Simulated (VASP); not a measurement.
# Si16Ni7 (a cell with a defect) in VASP: single point with PBE

Aim: the single point of Si16Ni7 (a cell with a defect) with PBE.

Program: VASP 6.6.1. These are calculated values, not measurements. Logs are shortened: lines on timing, memory, paths and dates and some standing lists are left out, and cuts for length are marked.

## 1. The cell of the first run

The cell holds a defect, 23 atoms: a = 7.617 Å, b = 7.617 Å, c = 7.617 Å, α = 60.00°, β = 60.00°, γ = 60.00°.

## 2. Single point, PBE, collinear spin, zero start

The input, INCAR:

```
SYSTEM = Si16Ni7
PREC = Accurate
ENCUT = 520
EDIFF = 1E-6
ISMEAR = 0
SIGMA = 0.05
LREAL = Auto
LASPH = .TRUE.
NELM = 150
ALGO = Normal
ISIF = 2
LWAVE = .FALSE.
LCHARG = .TRUE.
ISPIN = 2
MAGMOM = 0 0 0 0 0 0 0 0 0 0 0 0 0 0 0 0 0 0 0 0 0 0 0
LORBIT = 11
LMAXMIX = 4
GGA = PE
LELF = .TRUE.
LVHAR = .TRUE.
NELECT = 136.0
NBANDS = 88
```

The input, KPOINTS:

```
regular mesh
0
G
  2 2 2
  0 0 0
```

The input, POSCAR:

```
Si16Ni7
1.0
    0.0000000000      5.3863100000      5.3863100000
    5.3863100000      0.0000000000      5.3863100000
    5.3863100000      5.3863100000      0.0000000000
Si Ni
16 7
Direct
    0.1415597134      0.0964299307      0.1366130988
    0.3669264302      0.3787326574      0.3765905601
    0.0948908436      0.1391543561      0.6282834631
    0.3777926818      0.3666808075      0.8764542887
    0.1221378829      0.6229738912      0.1324857834
    0.3629203481      0.8732168219      0.3598198953
    0.1249677423      0.6351487382      0.6419929414
    0.3752159642      0.8772346003      0.8676586569
    0.6229114180      0.1218453821      0.1215615143
    0.8727703196      0.3629738170      0.4040163860
    0.6356656041      0.1252451121      0.5974411053
    0.8761634588      0.3754978826      0.8792757936
    0.6313367593      0.6200035832      0.1240133784
    0.8568913598      0.9018404993      0.3762909116
    0.6205404071      0.6319547148      0.6221569126
    0.9032576105      0.8593180675      0.8639420122
   -0.0009681953     -0.0007652734      0.0036618761
    0.0041769783      0.4625620323      0.0375534457
   -0.0058942950      0.5356814777      0.5058898392
    0.5371836192     -0.0069066764     -0.0368163919
    0.4610265655      0.0057622008      0.4947994081
    0.4992206167      0.4996949674     -0.0011642479
    0.4987906377      0.4993548459      0.5002062637
```

Potentials or basis: VASP PAW PBE potentials, release 64 (Si, Ni).

Command:

```
> cat potpaw_PBE.64/Si/POTCAR potpaw_PBE.64/Ni/POTCAR > POTCAR
> mpirun -np 1 vasp_std > vasp.out
```

OUTCAR:

```text
SYSTEM = Si16Ni7
   PREC = Accurate
   ENCUT = 520
   EDIFF = 1E-6
   ISMEAR = 0
   LREAL = Auto
   LASPH = .TRUE.
   NELM = 150
   ISIF = 2
   ISPIN = 2
   LORBIT = 11
   GGA = PE
   NELECT = 136.0

 ion  position               nearest neighbor table
   1  0.142  0.096  0.137-  18 2.28  17 2.33   6 2.39  20 2.48  14 2.60   8 2.64   4 2.73  12 2.82
                            10 2.88
   2  0.367  0.379  0.377-  21 2.33  19 2.33  23 2.34  22 2.35   5 2.63  11 2.64  13 2.73   9 2.76
                             3 2.76   7 2.81
   3  0.095  0.139  0.628-  21 2.28  17 2.34  10 2.40  19 2.48  16 2.56  12 2.63   2 2.76   8 2.80
                             6 2.88
   4  0.378  0.367  0.876-  18 2.34  20 2.34  23 2.34  22 2.34   7 2.63   9 2.64   1 2.73  15 2.74
                             5 2.76  11 2.81
   5  0.122  0.623  0.132-  18 2.34  19 2.34  17 2.34  22 2.35  16 2.63   2 2.63   8 2.73  10 2.75
                             4 2.76  14 2.82
   6  0.363  0.873  0.360-  21 2.28  23 2.33   1 2.39  20 2.48   7 2.59  13 2.64   9 2.74  15 2.80
                             3 2.88
   7  0.125  0.635  0.642-  19 2.28  23 2.33  16 2.40  18 2.48   6 2.59   4 2.63  12 2.74   2 2.81
                            14 2.88
   8  0.375  0.877  0.868-  21 2.34  20 2.34  17 2.34  22 2.35   1 2.64  15 2.64   5 2.73  11 2.74
                            13 2.76   3 2.80
   9  0.623  0.122  0.122-  20 2.34  21 2.34  17 2.34  22 2.35  14 2.64   4 2.64  12 2.73   6 2.74
[... 25 lines left out ...]
  22  0.499  0.500  0.999-  15 2.34   4 2.34  12 2.35   5 2.35   8 2.35  13 2.35   2 2.35   9 2.35

  23  0.499  0.499  0.500-   6 2.33   7 2.33  10 2.33  11 2.33   2 2.34  13 2.34   4 2.34  15 2.34

  LATTYP: Found a face centered cubic cell.
 ALAT       =    10.7726200000

  Lattice vectors:

 A1 = (   0.0000000000,   5.3863100000,   5.3863100000)
 A2 = (   5.3863100000,   0.0000000000,   5.3863100000)
 A3 = (   5.3863100000,   5.3863100000,   0.0000000000)

Analysis of symmetry for initial positions (statically):
=====================================================================
 Subroutine PRICEL returns:
 Original cell was already a primitive cell.

 Routine SETGRP: Setting up the symmetry group for a
 face centered cubic supercell.

 Subroutine GETGRP returns: Found  1 space group operations
 (whereof  1 operations were pure point group operations)
 out of a pool of 48 trial point group operations.

The static configuration has the point symmetry C_1 .

Analysis of symmetry for dynamics (positions and initial velocities):
=====================================================================
 Subroutine PRICEL returns:
 Original cell was already a primitive cell.

 Routine SETGRP: Setting up the symmetry group for a
 face centered cubic supercell.

[... 191 lines left out ...]

  energy without entropy =     -110.72979283  energy(sigma->0) =     -110.73759012

 E-fermi :  10.1096     XC(G=0): -11.5053

 val. band max:       10.0967377337   @ k =   0.0000   0.5000   0.0000
 cond. band min:      10.1133265628   @ k =   0.5000   0.5000   0.5000
 fundamental gap:      0.0165888291
 Fermi energy:        10.1096418978

 spin component 1

 k-point     1 :       0.0000    0.0000    0.0000
  band No.  band energies     occupation
      1      -3.7130      1.00000
      2      -0.5717      1.00000
      3      -0.5702      1.00000
      4      -0.4884      1.00000
      5      -0.2568      1.00000
      6       0.0772      1.00000
[... 653 lines left out ...]
     79      12.4412      0.00000
     80      12.5726      0.00000
 Fermi energy:        10.1096418978

 spin component 2

 k-point     1 :       0.0000    0.0000    0.0000
  band No.  band energies     occupation
      1      -3.7130      1.00000
      2      -0.5717      1.00000
      3      -0.5702      1.00000
      4      -0.4884      1.00000
      5      -0.2568      1.00000
      6       0.0772      1.00000
[... 653 lines left out ...]
     79      12.4412      0.00000
     80      12.5726      0.00000
 [bands above 80 left out]

------------------------ aborting loop because EDIFF is reached ----------------------------------------

  FORCE on cell =-STRESS in cart. coord.  units (eV):
  Direction    XX          YY          ZZ          XY          YZ          ZX
  --------------------------------------------------------------------------------------
  -------------------------------------------------------------------------------------
  Total       33.9783500     33.9482313     34.6361661      0.0383148      0.1375566     -0.1543971
  in kB      174.1842320    174.0298336    177.5564143      0.1964145      0.7051607     -0.7914906
  external PRESSURE =     175.2568266 kB  Pullay stress =       0.0000000 kB

 VOLUME and BASIS-vectors are now :
 -----------------------------------------------------------------------------
  energy-cutoff  :      520.00
  volume of cell :      312.54
      direct lattice vectors                 reciprocal lattice vectors
     0.000000000  5.386310000  5.386310000    -0.092827929  0.092827929  0.092827929
     5.386310000  0.000000000  5.386310000     0.092827929 -0.092827929  0.092827929
     5.386310000  5.386310000  0.000000000     0.092827929  0.092827929 -0.092827929

 POSITION                                       TOTAL-FORCE (eV/Angst)
 -----------------------------------------------------------------------------------
      1.25524      1.49833      1.28189         0.014664      0.011367     -0.017041
      4.06840      4.00481      4.01635        -0.003280      0.004510     -0.002320
      4.13366      3.89524      1.26064        -0.012350     -0.014197     -0.012574
      6.69591      6.75576      4.00997         0.006315     -0.008988     -0.006646
      4.06914      1.37148      4.01340        -0.002747     -0.001061      0.001119
      6.64152      3.89290      6.65822         0.012080     -0.021436     -0.016896
[... 15 lines left out ...]
      8.07155      8.06900      5.38047        -0.004770      0.003553     -0.008352
      5.38395      5.38091      5.37632         0.003631      0.002337     -0.001197
 -----------------------------------------------------------------------------------
    total drift:                               -0.000534      0.001747      0.001839

  FREE ENERGIE OF THE ION-ELECTRON SYSTEM (eV)
  ---------------------------------------------------
  free  energy   TOTEN  =      -110.7453874181 eV

  energy  without entropy=     -110.7297928293  energy(sigma->0) =     -110.73759012

 total charge

# of ion       s       p       d       tot
------------------------------------------
    1        0.774   0.862   0.000   1.636
    2        0.749   0.876   0.000   1.625
    3        0.772   0.861   0.000   1.634
    4        0.748   0.877   0.000   1.625
    5        0.748   0.877   0.000   1.625
    6        0.773   0.862   0.000   1.635
[... 15 lines left out ...]
   22        0.559   0.836   8.444   9.839
   23        0.553   0.801   8.509   9.863
--------------------------------------------------
tot         16.043  19.541  59.340  94.923

 magnetization (x)

# of ion       s       p       d       tot
------------------------------------------
    1       -0.000  -0.000   0.000  -0.000
    2       -0.000   0.000   0.000   0.000
    3       -0.000  -0.000   0.000  -0.000
    4        0.000   0.000   0.000   0.000
    5       -0.000   0.000   0.000   0.000
    6       -0.000   0.000   0.000   0.000
[... 15 lines left out ...]
   22       -0.000   0.000  -0.000  -0.000
   23        0.000   0.000   0.000   0.000
--------------------------------------------------
tot          0.000   0.000  -0.000  -0.000
```

OSZICAR:

```text
N       E                     dE             d eps       ncg     rms          rms(c)
DAV:   1     0.995597861267E+03    0.99560E+03   -0.54858E+04  2816   0.159E+03
DAV:   2    -0.758069317209E+00   -0.99636E+03   -0.95461E+03  2816   0.382E+02
DAV:   3    -0.115706122805E+03   -0.11495E+03   -0.10767E+03  3064   0.140E+02
DAV:   4    -0.123275562477E+03   -0.75694E+01   -0.74053E+01  3528   0.327E+01
[... 13 lines left out ...]
DAV:  18    -0.110745382217E+03    0.29102E-04   -0.14999E-04  4128   0.164E-01    0.459E-02
DAV:  19    -0.110745387982E+03   -0.57646E-05   -0.52432E-05  3816   0.625E-02    0.218E-02
DAV:  20    -0.110745388047E+03   -0.65016E-07   -0.18889E-05  3552   0.697E-02    0.166E-02
DAV:  21    -0.110745386753E+03    0.12937E-05   -0.53072E-06  3064   0.353E-02    0.775E-03
DAV:  22    -0.110745387418E+03   -0.66508E-06   -0.19038E-06  1904   0.123E-02
   1 F= -.11074539E+03 E0= -.11073759E+03  d E =-.155946E-01  mag=     0.0000
```

Wall time 22 min (1 thread of Intel Xeon Platinum 8488C (Sapphire Rapids), shared host); peak memory 0.81 GiB.

What came out:

| Property | Result |
| --- | --- |
| Free energy | -110.7454 eV |
| Largest force | 0.030 eV/Å |
| Net moment | 0.00 μB per cell |
| Valence electrons inside the program's atomic spheres | Si 1.64, 1.62, 1.63 (each value once); Ni 9.86, 9.82, 9.84 (each value once) |

Forces in eV/Å, atoms in the order of the input:
```
Si   0.015  0.011 -0.017
Si  -0.003  0.005 -0.002
Si  -0.012 -0.014 -0.013
Si   0.006 -0.009 -0.007
Si  -0.003 -0.001  0.001
Si   0.012 -0.021 -0.017
Si   0.014 -0.010  0.018
Si   0.002  0.007 -0.002
Si   0.007  0.006  0.004
Si  -0.010  0.020 -0.005
Si  -0.015  0.005  0.010
Si  -0.004 -0.005  0.002
Si   0.001 -0.003  0.005
Si   0.013  0.007  0.013
Si   0.000  0.004  0.008
Si  -0.011 -0.008  0.016
Ni  -0.003 -0.005 -0.002
Ni   0.003  0.001 -0.012
Ni  -0.004  0.000  0.009
Ni  -0.006  0.002  0.013
Ni  -0.002  0.002 -0.013
Ni  -0.005  0.004 -0.008
Ni   0.004  0.002 -0.001
```

Caveat: the k points lie up to 0.51 Å⁻¹ apart; the cell carries a net charge on a neutralising background, which shifts energy and pressure; the cell is charged against a uniform background, so pressure and absolute levels hang on convention.
